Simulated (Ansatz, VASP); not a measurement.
## Ir3C: VASP beside Ansatz

```
Ir C
1.0
     2.69465    0.00000    0.00000
     0.00000    2.69465    0.00000
     0.00000    0.00000   20.63396
Ir C
3 1
Direct
  0.50000 0.50000 0.19386
  0.00000 0.00000 0.28191
  0.50000 0.50000 0.36997
  0.00000 0.50000 0.50228
```

Alike in both runs: task single point; functional LDA; k mesh 10 × 10 × 1; occupations gaussian, width 0.1 eV; collinear spin.

```csv
,VASP,Ansatz
version,VASP 6.6.1,Ansatz 0.2.0
potentials or method,"VASP PAW LDA potentials, release 64 (Ir, C), cutoff 520 eV","scalar-relativistic, plane waves, PAW"
valence electrons in the cell,31,55
```

```tsv
	VASP	Ansatz	Ansatz less VASP
gap on the k mesh at the Fermi level (eV)	none	none	-
rms of the force components (eV/Å)	0.771	0.737	-0.0334
net moment per atom (μB)	0.00	0.00	-0.001
```

Ansatz warns that its potentials were made for another functional, while VASP's fit it. LDA's correlation is that of Perdew and Zunger in VASP and of Perdew and Wang (1992) in Ansatz. Atom by atom the forces differ by 0.062 eV/Å (rms over components). A gap of «none» marks a metal or a gap that the smearing closes. VASP's potentials hold 31 valence electrons a cell and Ansatz's 55, so a difference there can come from the potentials and not from the codes. Ansatz's warnings: seeded moment not kept.

Neither program's run includes spin-orbit coupling.
